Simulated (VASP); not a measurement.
C, 12 atoms in the cell. It takes space group P6_3/mmc (No. 194, hexagonal). The conventional cell has a = 2.522 Å, b = 2.522 Å, c = 12.356 Å, α = 90.00°, β = 90.00°, γ = 120.00°. C (site symmetry 3m) has 4 C at 1.54 Å within 2.1 Å. Within 2.1 Å of C (site symmetry 3m) lie 4 C at 1.54 Å. Within 2.1 Å of C (site symmetry 3m) lie 4 C at 1.54 Å. 

| Property | Result |
| --- | --- |
| Program | VASP 6.6.1 |
| Task | relaxation of cell and atoms |
| Functional | r2SCAN |
| Potentials or basis | VASP PAW PBE potentials, release 64 (C) |
| Cutoff | 600 eV |
| k mesh | 12 × 12 × 2 |
| Occupations | gaussian, width 0.02 eV |
| Spin | no spin polarisation |
| Dipole correction | no |
| Further INCAR settings | ALGO = Normal; EDIFF = 1e-07; IBRION = 2; EDIFFG = -0.005; NSW = 100; ISIF = 3 |

Potentials or basis: VASP PAW PBE potentials, release 64 (C).

Run with:

```bash
$ cat potpaw_PBE.64/C/POTCAR > POTCAR
$ cp INCAR.step1 INCAR
$ mpirun -np 1 vasp_std > vasp.out
$ cp INCAR.step2 INCAR
$ mpirun -np 1 vasp_std > vasp.out
```

Hardware: 1 thread of Intel(R) Xeon(R) Platinum 8259CL CPU @ 2.50GHz (Skylake/Cascade Lake), with other jobs on the host.

Estimate the wall time of this run.

Run time: 30 min on 1 thread of Intel(R) Xeon(R) Platinum 8259CL CPU @ 2.50GHz (Skylake/Cascade Lake) (shared host), peak memory 0.24 GiB. Counts: k points 38, ion steps 7.
